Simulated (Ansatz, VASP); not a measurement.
**One calculation of Zn4Se3S, two programs**

```xyz
8
Lattice="5.7150 0.0000 0.0000 0.0000 5.7150 0.0000 0.0000 0.0000 5.7150" Properties=species:S:1:pos:R:3 pbc="T T T"
S     0.0000    0.0000    0.0000
Zn    4.3240    4.3240    4.3240
Zn    1.3909    1.3909    4.3240
Zn    1.3909    4.3240    1.3909
Zn    4.3240    1.3909    1.3909
Se    2.8575    2.8575    0.0000
Se    2.8575    0.0000    2.8575
Se    0.0000    2.8575    2.8575
```

Alike in both runs: task single point; functional PBE; k mesh 4 × 4 × 4; no spin polarisation.

```csv
,VASP,Ansatz
version,VASP 6.6.1,Ansatz 0.2.0
potentials or method,"VASP PAW PBE potentials, release 64 (S, Zn, Se)","plane waves, PAW"
plane-wave cutoff (eV),520,420
occupations,"gaussian, width 0.01 eV",fixed
valence electrons in the cell,72,102
```

|  | VASP | Ansatz | Ansatz less VASP |
| --- | --- | --- | --- |
| gap on the k mesh at the Fermi level (eV) | 1.20 | 1.20 | 0.000 |
| pressure (GPa) | -1.4 | -1.6 | -0.17 |
| rms of the force components (eV/Å) | 0.003 | 0.004 | +0.0011 |

VASP's potentials hold 72 valence electrons a cell and Ansatz's 102, so a difference there can come from the potentials and not from the codes.
